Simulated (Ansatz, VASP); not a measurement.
One calculation of MoS2, two programs

INCAR

```
PREC     = Accurate       # precision mode
ENCUT    = 520            # plane-wave cutoff, eV
EDIFF    = 1E-6           # SCF threshold, eV
ISMEAR   = -1             # smearing method
SIGMA    = 0.03           # smearing width, eV
LREAL    = F              # projectors in reciprocal space
LASPH    = T              # aspherical terms in the spheres
NELM     = 60             # most SCF steps
ALGO     = Normal         # electronic algorithm
ISIF     = 2              # what is computed and relaxed
LWAVE    = F              # write WAVECAR
LCHARG   = F              # write CHGCAR
GGA      = CA             # functional
NBANDS   = 35             # bands
```

The input KPOINTS:

```
regular mesh
0
Gamma
  10 10 3
```

POSCAR

```
MoS2
1.0
    3.1504296109      0.0000000000      0.0000000000
   -1.5752148055      2.7283520759      0.0000000000
    0.0000000000      0.0000000000     12.2538792915
Mo S
2 4
Direct
    0.3333333333      0.6666666667      0.2500000000
    0.6666666667      0.3333333333      0.7500000000
    0.3333333333      0.6666666667      0.6275000000
    0.6666666667      0.3333333333      0.1275000000
    0.3333333333      0.6666666667      0.8725000000
    0.6666666667      0.3333333333      0.3725000000
```

Input for Ansatz:

```yaml
crystal:
  lattice:
    - [3.1504296109, 0.0, 0.0]
    - [-1.5752148055, 2.7283520759, 0.0]
    - [0.0, 0.0, 12.2538792915]
  atoms:
    - { symbol: Mo, position: [0.3333333333, 0.6666666667, 0.25] }
    - { symbol: Mo, position: [0.6666666667, 0.3333333333, 0.75] }
    - { symbol: S, position: [0.3333333333, 0.6666666667, 0.6275] }
    - { symbol: S, position: [0.6666666667, 0.3333333333, 0.1275] }
    - { symbol: S, position: [0.3333333333, 0.6666666667, 0.8725] }
    - { symbol: S, position: [0.6666666667, 0.3333333333, 0.3725] }
kpoints:
  mp_grid: { grid: [10, 10, 3] }
  band_path:
    path:
      - [0.0, 0.0, 0.0]
      - [0.5, 0.0, 0.0]
      - [0.3333333333, 0.3333333333, 0.0]
      - [0.0, 0.0, 0.0]
      - [0.0, 0.0, 0.5]
      - [0.5, 0.0, 0.5]
      - [0.3333333333, 0.3333333333, 0.5]
      - [0.0, 0.0, 0.5]
      - [0.5, 0.0, 0.5]
    npoints: 5
scf:
  occupations: { method: fermi_dirac, width: 0.03 }
hamiltonian:
  xc: lda
  pseudopotentials: { kind: all_electron, lapw: { basis_error: 0.001 } }
output:
  forces: true
  stress: true
  eigenvalues: true
```

Change from the starting cell: volume scaled by 0.99.

Alike in both runs: task single point; functional LDA; k mesh 10 × 10 × 3; occupations fermi-dirac, width 0.03 eV; no spin polarisation.

```csv
,VASP,Ansatz
version,VASP 6.6.1,Ansatz 0.2.0
potentials or method,"VASP PAW LDA potentials, release 64 (Mo_sv, S), cutoff 520 eV","all-electron LAPW, scalar-relativistic"
```

|  | VASP | Ansatz | Ansatz less VASP |
| --- | --- | --- | --- |
| pressure (GPa) | 2.8 | 2.8 | -0.04 |
| traceless stress, the component that is largest in VASP (GPa) | 4.72 | 4.76 | +0.041 |
| rms of the force components (eV/Å) | 0.447 | 0.443 | -0.0039 |

LDA's correlation is that of Perdew and Zunger in VASP and of Perdew and Wang (1992) in Ansatz. Atom by atom the forces differ by 0.004 eV/Å (rms over components). Ansatz ran all-electron here, and VASP with PAW potentials.
